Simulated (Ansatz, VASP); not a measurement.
Two plane-wave programs on Cu

Contents of INCAR:

```
PREC     = Accurate       # precision mode
ENCUT    = 600            # plane-wave cutoff, eV
EDIFF    = 1E-6           # SCF threshold, eV
ISMEAR   = 0              # smearing method
SIGMA    = 0.1            # smearing width, eV
LREAL    = False          # projectors in reciprocal space
LASPH    = True           # aspherical terms in the spheres
NELM     = 120            # most SCF steps
ALGO     = Normal         # electronic algorithm
ISIF     = 2              # what is computed and relaxed
LWAVE    = False          # write WAVECAR
LCHARG   = False          # write CHGCAR
GGA      = PS             # functional
NBANDS   = 12             # bands
GGA_COMPAT= False
```

The input KPOINTS:

```
Automatic mesh
0
Gamma
  8 8 8
```

Contents of POSCAR:

```
Cu
1.0
   -1.4655809719      1.4655809719      1.4655809719
    1.4655809719     -1.4655809719      1.4655809719
    1.4655809719      1.4655809719     -1.4655809719
Cu
1
Direct
    0.0000000000      0.0000000000      0.0000000000
```

Input for Ansatz:

```yaml
crystal:
  lattice:
    - [-1.4655809719, 1.4655809719, 1.4655809719]
    - [1.4655809719, -1.4655809719, 1.4655809719]
    - [1.4655809719, 1.4655809719, -1.4655809719]
  atoms:
    - { symbol: Cu, position: [0.0, 0.0, 0.0] }
basis:
  ecutwfc: 420
kpoints:
  mp_grid: { grid: [8, 8, 8] }
hamiltonian:
  xc: pbesol
scf:
  occupations: { method: gaussian, width: 0.1 }
  lower_state_search: "off"
output:
  forces: true
  stress: true
  eigenvalues: true
```

Alike in both runs: task single point; functional PBEsol; k mesh 8 × 8 × 8; occupations gaussian, width 0.1 eV; no spin polarisation.

|  | VASP | Ansatz |
| --- | --- | --- |
| version | VASP 6.6.1 | Ansatz 0.2.0 |
| potentials or method | VASP PAW PBE potentials, release 64 (Cu), cutoff 600 eV | scalar-relativistic, plane waves, PAW |
| valence electrons in the cell | 11 | 19 |

Ansatz gave:

| Quantity | Value |
| --- | --- |
| gap on the k mesh at the Fermi level (eV) | none |
| pressure (GPa) | -13.1 |

Task: What did VASP give for the same quantities?

Result: gap on the k mesh at the Fermi level (eV): none; pressure (GPa): -12.4.

VASP's potentials were made for PBE, not for PBEsol. A gap of «none» marks a metal or a gap that the smearing closes. VASP's potentials hold 11 valence electrons a cell and Ansatz's 19, so a difference there can come from the potentials and not from the codes.

The k mesh is coarse, so the values compare programs but aren't converged.
